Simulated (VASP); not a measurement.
# NiO (Fm-3m) in VASP: a series of runs

NiO is run at these levels: PBEsol+U; tasks: single point.

Program: VASP 6.6.1. These are calculated values, not measurements. Logs are shortened: lines on timing, memory, paths and dates and some standing lists are left out, and cuts for length are marked.

## 1. The cell of the first run

It takes space group Fm-3m (No. 225, cubic). Conventional cell: a = 4.183 Å, b = 4.183 Å, c = 4.183 Å, α = 90.00°, β = 90.00°, γ = 90.00°. Within 2.8 Å of Ni (site symmetry m-3m) lie 6 O at 2.09 Å. O (site symmetry m-3m) has 6 Ni at 2.09 Å within 2.8 Å.

## 2. Single point, PBEsol+U, collinear spin, antiferromagnetic start

File INCAR:

```
PREC = Accurate
ENCUT = 600
EDIFF = 1E-6
ISMEAR = 0
SIGMA = 0.05
LREAL = F
LASPH = T
NELM = 200
ALGO = Normal
ISIF = 2
LWAVE = F
LCHARG = F
ISPIN = 2
MAGMOM = 1.69 -1.69 0 0
LORBIT = 11
LMAXMIX = 4
LDAU = T
LDAUTYPE = 2
LDAUL = 2 -1
LDAUU = 7.5 0
LDAUJ = 0 0
LDAUPRINT = 1
GGA = PS
NBANDS = 28
GGA_COMPAT = F
```

File KPOINTS:

```
Automatic mesh
0
Gamma
  9 9 9
```

File POSCAR:

```
NiO
1.0
    0.0000000000      2.0913095100      2.0913095100
    2.0913095100      0.0000000000      2.0913095100
    4.1826190200      4.1826190200      0.0000000000
Ni O
2 2
Direct
    0.0000000000      0.0000000000      0.0000000000
    0.0000000000      0.0000000000      0.5000000000
    0.5000000000      0.5000000000      0.2500000000
    0.5000000000      0.5000000000      0.7500000000
```

Potentials or basis: VASP PAW PBE potentials, release 64 (Ni, O).

The run is started by

```
cat potpaw_PBE.64/Ni/POTCAR potpaw_PBE.64/O/POTCAR > POTCAR
mpirun -np 1 vasp_std > vasp.out
```

OUTCAR:

```text
PREC = Accurate
   ENCUT = 600
   EDIFF = 1E-6
   ISMEAR = 0
   LREAL = F
   LASPH = T
   NELM = 200
   ISIF = 2
   ISPIN = 2
   LORBIT = 11
   GGA = PS

 ion  position               nearest neighbor table
   1  0.000  0.000  0.000-   4 2.09   3 2.09   4 2.09   3 2.09   4 2.09   3 2.09   2 2.96   2 2.96
                             2 2.96   2 2.96   2 2.96   2 2.96
   2  0.000  0.000  0.500-   3 2.09   3 2.09   4 2.09   3 2.09   4 2.09   4 2.09   1 2.96   1 2.96
                             1 2.96   1 2.96   1 2.96   1 2.96
   3  0.500  0.500  0.250-   1 2.09   1 2.09   2 2.09   1 2.09   2 2.09   2 2.09
   4  0.500  0.500  0.750-   2 2.09   1 2.09   2 2.09   1 2.09   2 2.09   1 2.09

  LATTYP: Found a trigonal (rhomboedric) cell.
 ALAT       =     5.1226411937
 COS(alpha) =     0.8333333333

  Lattice vectors:

 A1 = (   4.1826190200,   2.0913095100,  -2.0913095100)
 A2 = (   2.0913095100,   2.0913095100,  -4.1826190200)
 A3 = (   2.0913095100,   4.1826190200,  -2.0913095100)

Analysis of symmetry for initial positions (statically):
=====================================================================
 Subroutine PRICEL returns following result:

  LATTYP: Found a face centered cubic cell.
 ALAT       =     4.1826190200
[... 12 lines left out ...]
 Subroutine GETGRP returns: Found 12 space group operations
 (whereof 12 operations were pure point group operations)
 out of a pool of 12 trial point group operations.

The static configuration has the point symmetry D_3d.

Analysis of symmetry for dynamics (positions and initial velocities):
=====================================================================
 Subroutine PRICEL returns following result:

  LATTYP: Found a face centered cubic cell.
 ALAT       =     4.1826190200
[... 12 lines left out ...]
 Subroutine GETGRP returns: Found 12 space group operations
 (whereof 12 operations were pure point group operations)
 out of a pool of 12 trial point group operations.

The dynamic configuration has the point symmetry D_3d.

Analysis of structural, dynamic, and magnetic symmetry:
=====================================================================
 Subroutine PRICEL returns following result:

  LATTYP: Found a face centered cubic cell.
 ALAT       =     4.1826190200
[... 12 lines left out ...]
 Subroutine GETGRP returns: Found 12 space group operations
 (whereof 12 operations were pure point group operations)
 out of a pool of 12 trial point group operations.

The overall configuration has the point symmetry D_3d.

 Subroutine INISYM returns: Found 12 space group operations
 (whereof 12 operations are pure point group operations),
 and found     2 'primitive' translations

----------------------------------------------------------------------------------------

                                     Primitive cell

  volume of cell :      18.2930

  direct lattice vectors                    reciprocal lattice vectors
     0.000000000  2.091309510  2.091309510    -0.239084649  0.239084649  0.239084649
     2.091309510  0.000000000  2.091309510     0.239084649 -0.239084649  0.239084649
     2.091309510  2.091309510  0.000000000     0.239084649  0.239084649 -0.239084649

  length of vectors
[... 141 lines left out ...]
 -0.0000  0.9859  0.0002  0.0000 -0.0003
  0.0004  0.0002  0.1429  0.0002  0.0000
 -0.0000  0.0000  0.0002  0.9859  0.0003
 -0.0000 -0.0003  0.0000  0.0003  0.1429

 occupancies and eigenvectors

  o =  0.1429  v =  0.0000  0.0000  0.0000  0.0000  0.0000  0.0000  0.0004 -0.0236 -0.0004  0.9997      0.0000  0.0000  0.0000  0.0000  0.0000  0.0000  0.0000  0.0000  0.0000  0.0000
  o =  0.1429  v =  0.0000  0.0000  0.0000  0.0000  0.0000 -0.0005 -0.0002  0.9997 -0.0002  0.0236      0.0000  0.0000  0.0000  0.0000  0.0000  0.0000  0.0000  0.0000  0.0000  0.0000
  o =  0.9859  v =  0.0000  0.0000  0.0000  0.0000  0.0000  0.7506  0.6536  0.0005  0.0971 -0.0002      0.0000  0.0000  0.0000  0.0000  0.0000  0.0000  0.0000  0.0000  0.0000  0.0000
  o =  0.9859  v =  0.0000  0.0000  0.0000  0.0000  0.0000 -0.3213  0.4894 -0.0002 -0.8107 -0.0005      0.0000  0.0000  0.0000  0.0000  0.0000  0.0000  0.0000  0.0000  0.0000  0.0000
  o =  0.9860  v =  0.0000  0.0000  0.0000  0.0000  0.0000 -0.5774  0.5774  0.0000  0.5774  0.0000      0.0000  0.0000  0.0000  0.0000  0.0000  0.0000  0.0000  0.0000  0.0000  0.0000
  o =  0.9875  v =  0.5774 -0.5774 -0.0000 -0.5774  0.0000  0.0000  0.0000  0.0000  0.0000  0.0000      0.0000  0.0000  0.0000  0.0000  0.0000  0.0000  0.0000  0.0000  0.0000  0.0000
  o =  0.9875  v = -0.3613 -0.8148 -0.0001  0.4535  0.0002  0.0000  0.0000  0.0000  0.0000  0.0000      0.0000  0.0000  0.0000  0.0000  0.0000  0.0000  0.0000  0.0000  0.0000  0.0000
  o =  0.9875  v =  0.7322  0.0532  0.0002  0.6790  0.0001  0.0000  0.0000  0.0000  0.0000  0.0000      0.0000  0.0000  0.0000  0.0000  0.0000  0.0000  0.0000  0.0000  0.0000  0.0000
  o =  1.0407  v =  0.0000  0.0002  0.0000 -0.0002  1.0000  0.0000  0.0000  0.0000  0.0000  0.0000      0.0000  0.0000  0.0000  0.0000  0.0000  0.0000  0.0000  0.0000  0.0000  0.0000
  o =  1.0407  v =  0.0002  0.0001 -1.0000  0.0001  0.0000  0.0000  0.0000  0.0000  0.0000  0.0000      0.0000  0.0000  0.0000  0.0000  0.0000  0.0000  0.0000  0.0000  0.0000  0.0000

atom =   2  type =  1  l = 2

 onsite density matrix

spin component  1

  0.9859 -0.0000  0.0004 -0.0000 -0.0000
 -0.0000  0.9859  0.0002  0.0000 -0.0003
  0.0004  0.0002  0.1429  0.0002  0.0000
 -0.0000  0.0000  0.0002  0.9859  0.0003
 -0.0000 -0.0003  0.0000  0.0003  0.1429

spin component  2

  0.9875  0.0000 -0.0000  0.0000  0.0000
  0.0000  0.9875 -0.0000 -0.0000  0.0000
 -0.0000 -0.0000  1.0407 -0.0000 -0.0000
  0.0000 -0.0000 -0.0000  0.9875 -0.0000
  0.0000  0.0000 -0.0000 -0.0000  1.0407

 occupancies and eigenvectors

  o =  0.1429  v =  0.0000  0.0004 -0.0000 -0.0004  1.0000  0.0000  0.0000  0.0000  0.0000  0.0000      0.0000  0.0000  0.0000  0.0000  0.0000  0.0000  0.0000  0.0000  0.0000  0.0000
  o =  0.1429  v = -0.0005 -0.0002  1.0000 -0.0002  0.0000  0.0000  0.0000  0.0000  0.0000  0.0000      0.0000  0.0000  0.0000  0.0000  0.0000  0.0000  0.0000  0.0000  0.0000  0.0000
  o =  0.9859  v =  0.2285  0.7931  0.0002 -0.5646 -0.0006  0.0000  0.0000  0.0000  0.0000  0.0000      0.0000  0.0000  0.0000  0.0000  0.0000  0.0000  0.0000  0.0000  0.0000  0.0000
  o =  0.9859  v =  0.7839  0.1940  0.0006  0.5898  0.0002  0.0000  0.0000  0.0000  0.0000  0.0000      0.0000  0.0000  0.0000  0.0000  0.0000  0.0000  0.0000  0.0000  0.0000  0.0000
  o =  0.9860  v = -0.5774  0.5774 -0.0000  0.5774  0.0000  0.0000  0.0000  0.0000  0.0000  0.0000      0.0000  0.0000  0.0000  0.0000  0.0000  0.0000  0.0000  0.0000  0.0000  0.0000
  o =  0.9875  v =  0.0000  0.0000  0.0000  0.0000  0.0000  0.5774 -0.5774 -0.0000 -0.5774  0.0000      0.0000  0.0000  0.0000  0.0000  0.0000  0.0000  0.0000  0.0000  0.0000  0.0000
  o =  0.9875  v =  0.0000  0.0000  0.0000  0.0000  0.0000 -0.4301 -0.8161 -0.0001  0.3860  0.0002      0.0000  0.0000  0.0000  0.0000  0.0000  0.0000  0.0000  0.0000  0.0000  0.0000
  o =  0.9875  v =  0.0000  0.0000  0.0000  0.0000  0.0000  0.6940 -0.0255  0.0002  0.7195  0.0001      0.0000  0.0000  0.0000  0.0000  0.0000  0.0000  0.0000  0.0000  0.0000  0.0000
  o =  1.0407  v =  0.0000  0.0000  0.0000  0.0000  0.0000  0.0000  0.0002  0.0000 -0.0002  1.0000      0.0000  0.0000  0.0000  0.0000  0.0000  0.0000  0.0000  0.0000  0.0000  0.0000
  o =  1.0407  v =  0.0000  0.0000  0.0000  0.0000  0.0000  0.0002  0.0001 -1.0000  0.0001  0.0000      0.0000  0.0000  0.0000  0.0000  0.0000  0.0000  0.0000  0.0000  0.0000  0.0000

 number of electron      32.0000011 magnetization      -0.0000000

 Free energy of the ion-electron system (eV)
  ---------------------------------------------------
  ext. energy  EPLUGINS =         0.00000000
  ---------------------------------------------------
  free energy    TOTEN  =       -21.75651533 eV

  energy without entropy =      -21.75651533  energy(sigma->0) =      -21.75651533

 E-fermi :   6.2682     XC(G=0): -12.8810

 val. band max:        5.9433210041   @ k =   0.0000   0.0000   0.4444
 cond. band min:       9.3827719435   @ k =   0.0000   0.0000   0.0000
 fundamental gap:      3.4394509394
 Fermi energy:         6.2681793715

 spin component 1

 k-point     1 :       0.0000    0.0000    0.0000
  band No.  band energies     occupation
      1     -12.0823      1.00000
      2     -10.6083      1.00000
      3      -1.1711      1.00000
      4      -0.8145      1.00000
      5      -0.8144      1.00000
      6       1.1347      1.00000
[... 1481 lines left out ...]
     27      24.2978      0.00000
     28      27.6387      0.00000

 [... further k-points ...]

------------------------ aborting loop because EDIFF is reached ----------------------------------------

  FORCE on cell =-STRESS in cart. coord.  units (eV):
  Direction    XX          YY          ZZ          XY          YZ          ZX
  --------------------------------------------------------------------------------------
  -------------------------------------------------------------------------------------
  Total       -2.6762172     -2.6762172     -2.6762172     -0.0148529      0.0148529      0.0148529
  in kB     -117.1971416   -117.1971416   -117.1971416     -0.6504386      0.6504386      0.6504386
  external PRESSURE =    -117.1971416 kB  Pullay stress =       0.0000000 kB

 VOLUME and BASIS-vectors are now :
 -----------------------------------------------------------------------------
  energy-cutoff  :      600.00
  volume of cell :       36.59
      direct lattice vectors                 reciprocal lattice vectors
     0.000000000  2.091309510  2.091309510    -0.239084649  0.239084649  0.239084649
     2.091309510  0.000000000  2.091309510     0.239084649 -0.239084649  0.239084649
     4.182619020  4.182619020  0.000000000     0.119542324  0.119542324 -0.119542324

 POSITION                                       TOTAL-FORCE (eV/Angst)
 -----------------------------------------------------------------------------------
      0.00000      0.00000      0.00000        -0.000000      0.000000     -0.000000
      2.09131      2.09131      0.00000         0.000000     -0.000000     -0.000000
      2.09131      2.09131      2.09131        -0.000000      0.000000      0.000000
      4.18262      4.18262      2.09131         0.000000      0.000000      0.000000
 -----------------------------------------------------------------------------------
    total drift:                                0.000000     -0.000000     -0.000000

  FREE ENERGIE OF THE ION-ELECTRON SYSTEM (eV)
  ---------------------------------------------------
  free  energy   TOTEN  =       -21.7565153271 eV

  energy  without entropy=      -21.7565153271  energy(sigma->0) =      -21.75651533

 total charge

# of ion       s       p       d       tot
------------------------------------------
    1        0.346   0.428   8.258   9.031
    2        0.346   0.428   8.258   9.031
    3        1.539   3.455   0.000   4.994
    4        1.539   3.455   0.000   4.994
--------------------------------------------------
tot          3.769   7.766  16.515  28.050

 magnetization (x)

# of ion       s       p       d       tot
------------------------------------------
    1       -0.000  -0.003   1.797   1.793
    2        0.000   0.003  -1.797  -1.793
    3        0.000   0.000   0.000   0.000
    4        0.000   0.000   0.000   0.000
--------------------------------------------------
tot          0.000   0.000   0.000   0.000
```

Wall time 4.3 min (1 thread of Oxide Virtual Turin-like, shared host); peak memory 0.26 GiB.

What came out:

```
Free energy                                           : -21.7565 eV
Pressure                                              : -11.7 GPa
Band gap on the k mesh                                : 3.44 eV
Net moment                                            : 0.00 μB per cell
Site moments                                          : Ni +1.79, -1.79; O +0.00 μB
Valence electrons inside the program's atomic spheres : Ni 9.03; O 4.99
```

Eigenvalues of the final occupation matrices:
| site | spin | trace | eigenvalues |
| --- | --- | --- | --- |
| site 1 d | 1 | 5.04 | 0.99 0.99 0.99 1.04 1.04 |
| site 1 d | 2 | 3.24 | 0.14 0.14 0.99 0.99 0.99 |
| site 2 d | 1 | 3.24 | 0.14 0.14 0.99 0.99 0.99 |
| site 2 d | 2 | 5.04 | 0.99 0.99 0.99 1.04 1.04 |

Caveat: the cell stands under tension; the PAW data sets were made with another functional, which shifts forces and pressure a little; an odd mesh through Γ misses points on the zone boundary, where band edges can lie. The state reached can hang on the start; a lower one may exist.

## 3. Single point, PBEsol+U, collinear spin, ferromagnetic start

File INCAR:

```
  PREC = Accurate
  ENCUT = 600
  EDIFF = 1E-6
  ISMEAR = 0
  SIGMA = 0.05
  LREAL = F
  LASPH = T
  NELM = 200
  ALGO = Normal
  ISIF = 2
  LWAVE = F
  LCHARG = T
  ISPIN = 2
  MAGMOM = 1 1 0 0
  LORBIT = 11
  NUPDOWN = 2.0
  LMAXMIX = 4
  LDAU = T
  LDAUTYPE = 2
  LDAUL = 2 -1
  LDAUU = 7.5 0
  LDAUJ = 0 0
  LDAUPRINT = 1
  GGA = PS
  LELF = T
  LVHAR = T
  NBANDS = 28
  GGA_COMPAT = F
```

File KPOINTS:

```
regular mesh
0
Gamma
  9 9 9
```

POSCAR is that of step 2.

Potentials or basis: VASP PAW PBE potentials, release 64 (Ni, O).

The run is started by

```
cat potpaw_PBE.64/Ni/POTCAR potpaw_PBE.64/O/POTCAR > POTCAR
mpirun -np 1 vasp_std > vasp.out
```

It took 6 min on 1 thread of Oxide Virtual Turin-like, shared host; peak memory 0.25 GiB.

It converged, with:

```yaml
Free_energy: -18.3553 eV
Pressure: -16.6 GPa
Net_moment: 2.00 μB per cell
Site_moments: Ni +1.16; O -0.12 μB
Valence_electrons_inside_the_program's_atomic_spheres: Ni 9.19; O 4.91
```

Eigenvalues of the final occupation matrices:
| site | spin | trace | eigenvalues |
| --- | --- | --- | --- |
| site 1 d | 1 | 4.83 | 0.94 0.94 0.98 0.98 0.98 |
| site 1 d | 2 | 3.69 | 0.37 0.37 0.98 0.98 0.98 |
| site 2 d | 1 | 4.83 | 0.94 0.94 0.98 0.98 0.98 |
| site 2 d | 2 | 3.69 | 0.37 0.37 0.98 0.98 0.98 |

Caveat: the cell stands under tension; the PAW data sets were made with another functional, which shifts forces and pressure a little; the total moment is fixed, so each spin has its own Fermi level and the state may be an excited one. The state reached can hang on the start; a lower one may exist.

## 4. Single point, PBEsol+U, collinear spin, zero start

File INCAR:

```
SYSTEM = NiO
ALGO     = Normal         ! electronic algorithm
EDIFF    = 1E-6           ! SCF threshold, eV
ENCUT    = 600            ! plane-wave cutoff, eV
GGA      = PS             ! functional
GGA_COMPAT= .FALSE.      
ISIF     = 2              ! what is computed and relaxed
ISMEAR   = 0              ! smearing method
ISPIN    = 2              ! spin polarisation
LASPH    = .TRUE.         ! aspherical terms in the spheres
LCHARG   = .FALSE.        ! write CHGCAR
LDAU     = .TRUE.         ! DFT+U
LDAUJ    = 0 0          
LDAUL    = 2 -1           ! shell
LDAUPRINT= 1            
LDAUTYPE = 2            
LDAUU    = 7.5 0          ! U, eV
LMAXMIX  = 4              ! l up to which the mixer works
LORBIT   = 11             ! projections on sites
LREAL    = .FALSE.        ! projectors in reciprocal space
LWAVE    = .FALSE.        ! write WAVECAR
MAGMOM   = 0 0 0 0        ! initial moments
NBANDS   = 28             ! bands
NELM     = 200            ! most SCF steps
NUPDOWN  = 0.0            ! fixed moment
PREC     = Accurate       ! precision mode
SIGMA    = 0.05           ! smearing width, eV
```

File KPOINTS:

```
k-points
0
G
  9 9 9
  0 0 0
```

POSCAR is that of step 3.

The run is started by

```
cat potpaw_PBE.64/Ni/POTCAR potpaw_PBE.64/O/POTCAR > POTCAR
mpirun -np 1 vasp_std > vasp.out
```

Wall time 4.4 min (1 thread of Oxide Virtual Turin-like, shared host); peak memory 0.26 GiB.

It converged, with:

```
Free energy                                           : -16.6002 eV
Pressure                                              : -25.2 GPa
Net moment                                            : 0.00 μB per cell
Valence electrons inside the program's atomic spheres : Ni 9.26; O 4.88
```

Stress tensor (GPa, compression positive):
```
-25.23  -0.08   0.08
 -0.08 -25.23   0.08
  0.08   0.08 -25.23
```

Eigenvalues of the final occupation matrices:
| site | spin | trace | eigenvalues |
| --- | --- | --- | --- |
| site 1 d | 1 | 4.30 | 0.68 0.68 0.98 0.98 0.98 |
| site 1 d | 2 | 4.30 | 0.68 0.68 0.98 0.98 0.98 |
| site 2 d | 1 | 4.30 | 0.68 0.68 0.98 0.98 0.98 |
| site 2 d | 2 | 4.30 | 0.68 0.68 0.98 0.98 0.98 |

Caveat: the cell stands under tension; the PAW data sets were made with another functional, which shifts forces and pressure a little; the total moment is fixed, so each spin has its own Fermi level.

## 5. Single point, PBEsol+U, collinear spin, ferromagnetic start

File INCAR:

```
SYSTEM = NiO
ALGO = Normal ; EDIFF = 1E-6
ENCUT = 600 ; GGA = PS
GGA_COMPAT = .False. ; ISIF = 2
ISMEAR = 0 ; ISPIN = 2
LASPH = .True. ; LCHARG = .False.
LDAU = .True. ; LDAUJ = 0 0
LDAUL = 2 -1 ; LDAUPRINT = 1
LDAUTYPE = 2 ; LDAUU = 7.5 0
LMAXMIX = 4 ; LORBIT = 11
LREAL = .False. ; LWAVE = .False.
MAGMOM = 1.74 1.74 0.19 0.19 ; NBANDS = 28
NELM = 200 ; PREC = Accurate
SIGMA = 0.05
```

File KPOINTS:

```
k-points
0
Gamma
  9 9 9
  0 0 0
```

POSCAR is that of step 4.

The run is started by

```
cat potpaw_PBE.64/Ni/POTCAR potpaw_PBE.64/O/POTCAR > POTCAR
mpirun -np 1 vasp_std > vasp.out
```

It took 6.6 min on 1 thread of Oxide Virtual Turin-like, shared host; peak memory 0.26 GiB.

It converged, with:

| Property | Result |
| --- | --- |
| Free energy | -21.6416 eV |
| Pressure | -10.2 GPa |
| Band gap on the k mesh | 2.84 eV |
| Net moment | 4.00 μB per cell |
| Site moments | Ni +1.86; O +0.15 μB |
| Valence electrons inside the program's atomic spheres | Ni 9.02; O 5.00 |

Levels at points of the mesh, in eV from the valence-band top:
Spin up:
```tsv
k point	band 15	band 16	band 17	band 18	band 19	band 20	band 21	band 22
(0.00, 0.00, 0.00)	-1.18	-1.18	0.00	0.00	2.84	6.79	11.22	15.02
```
Spin down:
```tsv
k point	band 12	band 13	band 14	band 15	band 16	band 17
(0.00, 0.00, 0.00)	-0.86	-0.86	-0.86	3.01	3.01	3.19
```

Eigenvalues of the final occupation matrices:
```
    site  spin  trace               eigenvalues
site 1 d     1   5.06  0.99 0.99 0.99 1.05 1.05
site 1 d     2   3.22  0.13 0.13 0.99 0.99 0.99
site 2 d     1   5.06  0.99 0.99 0.99 1.05 1.05
site 2 d     2   3.22  0.13 0.13 0.99 0.99 0.99
```

Caveat: the cell stands under tension; the PAW data sets were made with another functional, which shifts forces and pressure a little; an odd mesh through Γ misses points on the zone boundary, where band edges can lie.

[end of part 1 of 2]
